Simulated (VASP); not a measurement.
**LiSi16 (a cell with a defect): relaxation of the atoms with PBE**

The system is LiSi16 (a cell with a defect).

```
Si Li
1.0
     0.00000    5.42712    5.42712
     5.42712    0.00000    5.42712
     5.42712    5.42712    0.00000
Si Li
16 1
Direct
  0.37500 0.37500 0.37500
  0.25000 0.25000 0.25000
  0.37500 0.37500 0.87500
  0.25000 0.25000 0.75000
  0.37500 0.87500 0.37500
  0.25000 0.75000 0.25000
  0.37500 0.87500 0.87500
  0.25000 0.75000 0.75000
  0.87500 0.37500 0.37500
  0.75000 0.25000 0.25000
  0.87500 0.37500 0.87500
  0.75000 0.25000 0.75000
  0.87500 0.87500 0.37500
  0.75000 0.75000 0.25000
  0.87500 0.87500 0.87500
  0.75000 0.75000 0.75000
  0.00000 0.00000 0.00000
```

```yaml
Program: VASP 6.6.1
Task: relaxation of the atoms
Functional: PBE
Potentials_or_basis: VASP PAW PBE potentials, release 64 (Si, Li_sv)
Cutoff: 650 eV
k_mesh: 2 × 2 × 2
Occupations: fermi-dirac, width 0.02 eV
Spin: no spin polarisation
Dipole_correction: no
Further_INCAR_settings: ALGO = Normal; EDIFF = 1e-07; IBRION = 2; EDIFFG = -0.02; NSW = 60
```

```yaml
Energy_gained_by_relaxing: 7.5 meV/atom
Ionic_steps: 7
Pressure_after_relaxing: 3.7 GPa
Largest_force_after_relaxing: 0.003 eV/Å
Band_gap_on_the_k_mesh: zero (an odd number of electrons rules out a gap without spin polarisation)
```

Forces in eV/Å, atoms in the order of the input:
```
Si   0.000  0.000  0.000
Si   0.000  0.000  0.000
Si   0.000  0.000  0.000
Si   0.000  0.000  0.000
Si   0.000  0.000  0.000
Si   0.000  0.000  0.000
Si  -0.002  0.002  0.002
Si   0.000  0.000  0.000
Si   0.000  0.000  0.000
Si   0.000  0.000  0.000
Si   0.002 -0.002  0.002
Si   0.000  0.000  0.000
Si   0.002  0.002 -0.002
Si   0.000  0.000  0.000
Si  -0.002 -0.002 -0.002
Si   0.000  0.000  0.000
Li   0.000  0.000  0.000
```

The path:
```csv
step,energy change (eV),largest force (eV/Å),pressure (GPa)
1,0.0000,0.9146,3.89
2,-0.1217,0.1628,3.70
3,-0.1260,0.1197,3.70
4,-0.1260,0.1149,3.70
5,-0.1279,0.0342,3.70
6,-0.1279,0.0308,3.71
7,-0.1280,0.0032,3.70
```

Final structure:
```
Si Li
1.0
     0.00000    5.42712    5.42712
     5.42712    0.00000    5.42712
     5.42712    5.42712    0.00000
Si Li
16 1
Direct
  0.37397 0.37397 0.37397
  0.25000 0.25000 0.25000
  0.37397 0.37397 0.87809
  0.25163 0.25163 0.74837
  0.37397 0.87809 0.37397
  0.25163 0.74837 0.25163
  0.38319 0.87227 0.87227
  0.25163 0.74837 0.74837
  0.87809 0.37397 0.37397
  0.74837 0.25163 0.25163
  0.87227 0.38319 0.87227
  0.74837 0.25163 0.74837
  0.87227 0.87227 0.38319
  0.74837 0.74837 0.25163
  0.87227 0.87227 0.87227
  0.75000 0.75000 0.75000
  0.00000 0.00000 0.00000
```

Levels at points of the mesh, in eV from the Fermi level:
| k point | band 31 | band 32 | band 33 | band 34 | band 35 | band 36 |
| --- | --- | --- | --- | --- | --- | --- |
| (0.00, 0.00, 0.00) | -0.67 | -0.67 | -0.67 | -0.07 | -0.07 | -0.07 |
| (0.50, 0.00, 0.00) | -1.48 | -1.40 | -1.40 | 0.51 | 0.70 | 0.70 |
| (0.50, 0.50, 0.00) | -2.04 | -1.97 | -1.94 | 0.37 | 0.43 | 1.49 |

It took 3.9 min on 1 thread of Intel(R) Xeon(R) 6975P-C (Granite Rapids) (shared host), peak memory 0.61 GiB.

Caveat: the k points lie up to 0.50 Å⁻¹ apart, too coarse for converged energies and pressures of a metal.
